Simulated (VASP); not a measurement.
# Sr (I4_1/amd) in VASP: single point with PBE

Aim: the single point of Sr with PBE.

Everything below comes from runs of VASP 6.6.1. Logs are shortened: lines on timing, memory, paths and dates and some standing lists are left out, and cuts for length are marked.

**1. The cell of the first run**

It takes space group I4_1/amd (No. 141, tetragonal). The conventional cell has a = 7.459 Å, b = 7.459 Å, c = 3.997 Å, α = 90.00°, β = 90.00°, γ = 90.00°. Sr (site symmetry -4m2) has 10 Sr at 3.86 to 4.78 Å within 5.1 Å.

**2. Single point, PBE**

INCAR

```
SYSTEM = Sr
  ALGO = Fast
  EDIFF = 1E-6
  ENCUT = 520
  GGA = PE
  ISIF = 2
  ISMEAR = 0
  LASPH = .TRUE.
  LCHARG = .TRUE.
  LELF = .TRUE.
  LREAL = .FALSE.
  LVHAR = .TRUE.
  LWAVE = .FALSE.
  NBANDS = 17
  NELM = 60
  PREC = Accurate
  SIGMA = 0.1
```

KPOINTS

```
k-points
0
G
  16 16 16
  0 0 0
```

POSCAR

```
Sr
1.0
   -3.7294959668      3.7294959668      1.9984009820
    3.7294959668     -3.7294959668      1.9984009820
    3.7294959668      3.7294959668     -1.9984009820
Sr
2
Direct
    0.0000000000      0.0000000000      0.0000000000
    0.7500000000      0.2500000000      0.5000000000
```

Potentials or basis: VASP PAW PBE potentials, release 64 (Sr_sv).

Launch:

```
$ cat potpaw_PBE.64/Sr_sv/POTCAR > POTCAR
$ mpirun -np 1 vasp_std > vasp.out
```

OUTCAR:

```text
SYSTEM = Sr
   EDIFF = 1E-6
   ENCUT = 520
   GGA = PE
   ISIF = 2
   ISMEAR = 0
   LASPH = .TRUE.
   LREAL = .FALSE.
   NELM = 60
   PREC = Accurate

 ion  position               nearest neighbor table
   1  0.000  0.000  0.000-   2 3.86   2 3.86   2 3.86   2 3.86   2 4.78   2 4.78   2 4.78   2 4.78

   2  0.750  0.250  0.500-   1 3.86   1 3.86   1 3.86   1 3.86   1 4.78   1 4.78   1 4.78   1 4.78

  LATTYP: Found a body centered tetragonal cell.
 ALAT       =     7.4589919336
 C/A-ratio  =     0.5358367457

  Lattice vectors:

 A1 = (  -3.7294959668,   3.7294959668,   1.9984009820)
 A2 = (   3.7294959668,  -3.7294959668,   1.9984009820)
 A3 = (   3.7294959668,   3.7294959668,  -1.9984009820)

Analysis of symmetry for initial positions (statically):
=====================================================================
 Subroutine PRICEL returns:
 Original cell was already a primitive cell.

 Routine SETGRP: Setting up the symmetry group for a
 body centered tetragonal supercell.

 Subroutine GETGRP returns: Found 16 space group operations
 (whereof  8 operations were pure point group operations)
 out of a pool of 16 trial point group operations.

The static configuration has the point symmetry D_2d.
 The point group associated with its full space group is D_4h.

Analysis of symmetry for dynamics (positions and initial velocities):
=====================================================================
 Subroutine PRICEL returns:
 Original cell was already a primitive cell.

 Routine SETGRP: Setting up the symmetry group for a
 body centered tetragonal supercell.

 Subroutine GETGRP returns: Found 16 space group operations
 (whereof  8 operations were pure point group operations)
 out of a pool of 16 trial point group operations.

The dynamic configuration has the point symmetry D_2d.
 The point group associated with its full space group is D_4h.

 Subroutine INISYM returns: Found 16 space group operations
 (whereof  8 operations are pure point group operations),
 and found     1 'primitive' translations

----------------------------------------------------------------------------------------

                                     Primitive cell

  volume of cell :     111.1842

  direct lattice vectors                    reciprocal lattice vectors
    -3.729495967  3.729495967  1.998400982     0.000000000  0.134066374  0.250200037
     3.729495967 -3.729495967  1.998400982     0.134066374  0.000000000  0.250200037
     3.729495967  3.729495967 -1.998400982     0.134066374  0.134066374  0.000000000

  length of vectors
     5.640202728  5.640202728  5.640202728     0.283855335  0.283855335  0.189598484

  position of ions in fractional coordinates (direct lattice)
     0.000000000  0.000000000  0.000000000
     0.750000000  0.250000000  0.500000000

  ion indices of the primitive-cell ions
   primitive index   ion index
                 1           1
                 2           2

----------------------------------------------------------------------------------------

 KPOINTS: k-points

Automatic generation of k-mesh.
 Grid dimensions read from file:
 generate k-points for:   16   16   16

 Generating k-lattice:

  Cartesian coordinates                     Fractional coordinates (reciprocal lattice)
     0.000000000  0.008379148  0.015637502     0.062500000  0.000000000 -0.000000000
     0.008379148  0.000000000  0.015637502     0.000000000  0.062500000 -0.000000000
     0.008379148  0.008379148  0.000000000     0.000000000  0.000000000  0.062500000

  Length of vectors
     0.017740958  0.017740958  0.011849905

  Shift w.r.t. Gamma in fractional coordinates (k-lattice)
     0.000000000  0.000000000  0.000000000

 Subroutine IBZKPT returns following result:
 ===========================================

 Found    349 irreducible k-points:

 Following reciprocal coordinates:
            Coordinates               Weight
  0.000000  0.000000  0.000000      1.000000
  0.062500 -0.000000  0.000000      8.000000
  0.125000 -0.000000  0.000000      8.000000
  0.187500  0.000000  0.000000      8.000000
  0.250000 -0.000000  0.000000      8.000000
  0.312500 -0.000000  0.000000      8.000000
[... 16 lines left out ...]
 -0.125000  0.062500 -0.000000     16.000000
 -0.062500  0.062500  0.000000      4.000000
 [... further k-points ...]
   k-points           NKPTS =    349   k-points in BZ     NKDIM =    349   number of bands    NBANDS=     17
   number of dos      NEDOS =    301   number of ions     NIONS =      2
   total plane-waves  NPLWV =  74088
   dimension x,y,z NGX =    42 NGY =   42 NGZ =   42
   dimension x,y,z NGXF=    84 NGYF=   84 NGZF=   84
   ions per type =               2
   NGX,Y,Z   is equivalent  to a cutoff of  12.38, 12.38, 12.38 a.u.
   NGXF,Y,Z  is equivalent  to a cutoff of  24.76, 24.76, 24.76 a.u.
 SYSTEM =  Sr
   PREC   = accura    normal or accurate (medium, high low for compatibility)
   ISTART =      0    job   : 0-new  1-cont  2-samecut
   ICHARG =      2    charge: 1-file 2-atom 10-const
   ISPIN  =      1    spin polarized calculation?
   LNONCOLLINEAR =      F non collinear calculations
   LSORBIT =      F    spin-orbit coupling
   LASPH  =      T    aspherical Exc in radial PAW
   ENCUT  =  520.0 eV  38.22 Ry    6.18 a.u.  10.49 10.49 10.49*2*pi/ulx,y,z
   NELM   =     60;   NELMIN=  2; NELMDL= -5     # of ELM steps
   EDIFF  = 0.1E-05   stopping-criterion for ELM
   LREAL  =      F    real-space projection
   EDIFFG = 0.1E-04   stopping-criterion for IOM
   NSW    =      0    number of steps for IOM
   IBRION =     -1    ionic relax: 0-MD 1-quasi-New 2-CG
   NFREE  =      0    steps in history (QN), initial steepest desc. (CG)
   ISIF   =      2    stress and relaxation
   ISYM   =      2    0-nonsym 1-usesym 2-fastsym
   POTIM  = 0.5000    time-step for ionic-motion
   TEBEG  =    0.0;   TEEND  =   0.0 temperature during run
   PSTRESS=    0.0 pullay stress
   NELECT =      20.0000    total number of electrons
   NUPDOWN=      -1.0000    fix difference up-down
   EMIN   =  10.00;   EMAX   =-10.00  energy-range for DOS
   EFERMI =   0.00;   METHOD = LEGACY
   ISMEAR =     0;   SIGMA  =   0.10  broadening in eV -4-tet -1-fermi 0-gaus
   EFERMI_NEDOS =   21; number of points for ismear=-14 and -15
   IALGO  =     68    algorithm
   IMIX   =      4    mixing-type and parameters
     AMIX     =   0.40;   BMIX     =  1.00
     AMIX_MAG =   1.60;   BMIX_MAG =  1.00
  volume/ion in A,a.u.               =      55.59       375.15
  Fermi-wavevector in a.u.,A,eV,Ry     =   0.924139  1.746369 11.619817  0.854032
  Thomas-Fermi vector in A             =   2.049852
   LORBIT       =      0    0 simple, 1 ext, 2 COOP (PROOUT), +10 PAW based schemes
   GGA     = PE    functional components
   LHFCALC =     F    Hartree Fock is set to
   AEXX    =    0.0000 exact exchange contribution
   IVDW    =     0    specifies the selected vdW correction
   LEPSILON=     F    determine dielectric tensor
   LRPA    =     F    only Hartree local field effects (RPA)
 non-spin polarized calculation
 RMM-DIIS sequential band-by-band and
 Gauss-broadening in eV      SIGMA  =   0.10
  energy-cutoff  :      520.00
  volume of cell :      111.18
 maximum number of plane-waves:      3019
 NGX is ok and might be reduce to    42
   NGX = 21   NGY = 21   NGZ = 21

 number of electron      20.0000000 magnetization

 Free energy of the ion-electron system (eV)
  ---------------------------------------------------
  ext. energy  EPLUGINS =         0.00000000
  ---------------------------------------------------
  free energy    TOTEN  =        -2.76467090 eV

  energy without entropy =       -2.74423511  energy(sigma->0) =       -2.75445301

 E-fermi :   1.4132     XC(G=0):  -7.3087

 val. band max:        1.4100439362   @ k =   0.4375  -0.0000   0.0000
 cond. band min:       1.4151957549   @ k =   0.2500   0.0625   0.0625
 fundamental gap:      0.0051518186
 Fermi energy:         1.4132400638

 k-point     1 :       0.0000    0.0000    0.0000
  band No.  band energies     occupation
      1     -35.2895      2.00000
      2     -35.2538      2.00000
      3     -17.3731      2.00000
      4     -17.3731      2.00000
      5     -17.1636      2.00000
      6     -17.1604      2.00000
[... 9 lines left out ...]
     16       5.0348      0.00000
     17       5.0372      0.00000

 k-point     2 :       0.0625   -0.0000    0.0000
  band No.  band energies     occupation
      1     -35.2888      2.00000
      2     -35.2536      2.00000
      3     -17.3724      2.00000
      4     -17.3699      2.00000
      5     -17.1720      2.00000
      6     -17.1683      2.00000
[... 9 lines left out ...]
     16       4.7410      0.00000
     17       4.7573      0.00000

 k-point     3 :       0.1250   -0.0000    0.0000
  band No.  band energies     occupation
      1     -35.2868      2.00000
      2     -35.2533      2.00000
      3     -17.3704      2.00000
      4     -17.3607      2.00000
      5     -17.1944      2.00000
      6     -17.1899      2.00000
[... 9 lines left out ...]
     16       4.4354      0.00000
     17       4.5387      0.00000

 k-point     4 :       0.1875    0.0000    0.0000
  band No.  band energies     occupation
      1     -35.2836      2.00000
      2     -35.2528      2.00000
      3     -17.3674      2.00000
      4     -17.3476      2.00000
      5     -17.2278      2.00000
      6     -17.2198      2.00000
[... 9 lines left out ...]
     16       4.1164      0.00000
     17       4.3206      0.00000

 k-point     5 :       0.2500   -0.0000    0.0000
  band No.  band energies     occupation
      1     -35.2798      2.00000
      2     -35.2524      2.00000
      3     -17.3638      2.00000
      4     -17.3351      2.00000
      5     -17.2665      2.00000
      6     -17.2505      2.00000
[... 9 lines left out ...]
     16       4.0983      0.00000
     17       4.1122      0.00000

 k-point     6 :       0.3125   -0.0000    0.0000
  band No.  band energies     occupation
      1     -35.2758      2.00000
      2     -35.2521      2.00000
      3     -17.3602      2.00000
      4     -17.3355      2.00000
      5     -17.3030      2.00000
      6     -17.2678      2.00000
[... 9 lines left out ...]
     16       3.9410      0.00000
     17       4.4081      0.00000

 k-point     7 :       0.3750    0.0000    0.0000
  band No.  band energies     occupation
      1     -35.2722      2.00000
      2     -35.2521      2.00000
      3     -17.3571      2.00000
      4     -17.3548      2.00000
      5     -17.3318      2.00000
      6     -17.2620      2.00000
[... 9 lines left out ...]
     16       3.9619      0.00000
     17       4.8052      0.00000

 k-point     8 :       0.4375   -0.0000    0.0000
  band No.  band energies     occupation
      1     -35.2696      2.00000
      2     -35.2523      2.00000
      3     -17.3734      2.00000
      4     -17.3550      2.00000
      5     -17.3507      2.00000
      6     -17.2480      2.00000
[... 9 lines left out ...]
     16       4.0608      0.00000
     17       5.0656      0.00000
[... 203 lines left out ...]
      1     -35.2745      2.00000
      2     -35.2535      2.00000
      3     -17.3612      2.00000
      4     -17.3296      2.00000
      5     -17.3067      2.00000
      6     -17.2540      2.00000
[... 9 lines left out ...]
     16       3.9323      0.00000
     17       4.6210      0.00000

 k-point    20 :      -0.3125    0.0625   -0.0000
  band No.  band energies     occupation
      1     -35.2785      2.00000
      2     -35.2537      2.00000
      3     -17.3642      2.00000
      4     -17.3234      2.00000
      5     -17.2715      2.00000
      6     -17.2447      2.00000
[... 9 lines left out ...]
     16       4.0818      0.00000
     17       4.3150      0.00000

 k-point    21 :      -0.2500    0.0625    0.0000
  band No.  band energies     occupation
      1     -35.2824      2.00000
      2     -35.2540      2.00000
      3     -17.3674      2.00000
      4     -17.3353      2.00000
      5     -17.2335      2.00000
      6     -17.2176      2.00000
[... 9 lines left out ...]
     16       4.1835      0.00000
     17       4.3014      0.00000

 k-point    22 :      -0.1875    0.0625    0.0000
  band No.  band energies     occupation
      1     -35.2858      2.00000
      2     -35.2542      2.00000
      3     -17.3699      2.00000
      4     -17.3509      2.00000
      5     -17.2005      2.00000
      6     -17.1889      2.00000
[... 9 lines left out ...]
     16       4.3942      0.00000
     17       4.5208      0.00000

 k-point    23 :      -0.1250    0.0625   -0.0000
  band No.  band energies     occupation
      1     -35.2881      2.00000
      2     -35.2543      2.00000
      3     -17.3713      2.00000
      4     -17.3637      2.00000
      5     -17.1774      2.00000
      6     -17.1679      2.00000
[... 9 lines left out ...]
     16       4.7142      0.00000
     17       4.7550      0.00000

 k-point    24 :      -0.0625    0.0625    0.0000
  band No.  band energies     occupation
      1     -35.2892      2.00000
      2     -35.2541      2.00000
      3     -17.3713      2.00000
      4     -17.3713      2.00000
      5     -17.1669      2.00000
      6     -17.1602      2.00000
[... 9 lines left out ...]
     16       5.0441      0.00000
     17       5.0526      0.00000

 [... further k-points ...]

------------------------ aborting loop because EDIFF is reached ----------------------------------------

  FORCE on cell =-STRESS in cart. coord.  units (eV):
  Direction    XX          YY          ZZ          XY          YZ          ZX
  --------------------------------------------------------------------------------------
  -------------------------------------------------------------------------------------
  Total       -0.0112025     -0.0112025      0.0009498      0.0000000      0.0000000      0.0000000
  in kB       -0.1614298     -0.1614298      0.0136869      0.0000000      0.0000000      0.0000000
  external PRESSURE =      -0.1030576 kB  Pullay stress =       0.0000000 kB

 VOLUME and BASIS-vectors are now :
 -----------------------------------------------------------------------------
  energy-cutoff  :      520.00
  volume of cell :      111.18
      direct lattice vectors                 reciprocal lattice vectors
    -3.729495967  3.729495967  1.998400982     0.000000000  0.134066374  0.250200037
     3.729495967 -3.729495967  1.998400982     0.134066374  0.000000000  0.250200037
     3.729495967  3.729495967 -1.998400982     0.134066374  0.134066374  0.000000000

 POSITION                                       TOTAL-FORCE (eV/Angst)
 -----------------------------------------------------------------------------------
      0.00000      0.00000      0.00000        -0.000000      0.000000     -0.000000
      0.00000      3.72950      0.99920         0.000000     -0.000000      0.000000
 -----------------------------------------------------------------------------------
    total drift:                               -0.000000     -0.000000      0.000000

  FREE ENERGIE OF THE ION-ELECTRON SYSTEM (eV)
  ---------------------------------------------------
  free  energy   TOTEN  =        -2.7646709050 eV

  energy  without entropy=       -2.7442351103  energy(sigma->0) =       -2.75445301
```

It took 9.5 min on 1 thread of AMD EPYC 9R45 (Zen 5), shared host; peak memory 0.64 GiB.

Results:

```
Free energy            : -2.7647 eV
Pressure               : 0.0 GPa
Band gap on the k mesh : zero (bands 10 and 11 overlap by 0.71 eV)
```
